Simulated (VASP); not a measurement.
Wanted: the native input for a VASP 6.6.1 run.

- Task: single point
- Functional: PBEsol
- Potentials or basis: VASP PAW PBE potentials, release 64 (W_sv, Se)
- Cutoff: 520 eV
- k mesh: 9 × 9 × 2
- Occupations: gaussian, width 0.05 eV
- Spin: no spin polarisation
- Dipole correction: no
- Further INCAR settings: ALGO = Normal; EDIFF = 1e-07; NBANDS = 35

The structure of WSe2 lies in POSCAR:

```
WSe2
1.0
    3.2705808386      0.0000000000      0.0000000000
   -1.6352904193      2.8324060913      0.0000000000
    0.0000000000      0.0000000000     23.9869951139
W Se
2 4
Direct
    0.4974918236      0.3333333333      0.1491575590
    0.3333333333      0.6666666667      0.8623778584
    0.3333333333      0.6666666667      0.2073407565
    0.6666666667      0.3333333333      0.9321940382
    0.3333333333      0.6666666667      0.0678059618
    0.6666666667      0.3333333333      0.7926592435
```

This cell differs from its parent crystal: atom 1 (W) moved by -0.553 Å along [1 0 0] and +0.277 Å along [0 0 1].

These files were run (other wordings do the same):

INCAR

```
PREC = Accurate
ENCUT = 520
EDIFF = 1E-7
ISMEAR = 0
SIGMA = 0.05
LREAL = F
LASPH = T
NELM = 100
ALGO = Normal
ISIF = 2
LWAVE = F
LCHARG = T
GGA = PS
LELF = T
LVHAR = T
NBANDS = 35
```

KPOINTS

```
Automatic mesh
0
Gamma
  9 9 2
```

Potentials or basis: VASP PAW PBE potentials, release 64 (W_sv, Se).

Launch:

```console
$ cat potpaw_PBE.64/W_sv/POTCAR potpaw_PBE.64/Se/POTCAR > POTCAR
$ mpirun -np 1 vasp_std > vasp.out
```

It gave:

```yaml
Largest_force: 15.545 eV/Å
Band_gap_on_the_k_mesh: zero (band 26 reaches 1.70 eV, above the bottom of band 27 at 1.50 eV)
```

Caveat: the cell differs from its parent crystal (atom 1 (W) moved by -0.553 Å along [1 0 0] and +0.277 Å along [0 0 1]); the PAW data sets were made with another functional, which shifts forces and pressure a little; spin-orbit coupling is left out, which moves the levels of the heavy elements.

Wall time 18 min on 1 thread of Oxide Virtual Turin-like Processor, with other jobs on the host, peak memory 0.64 GiB.
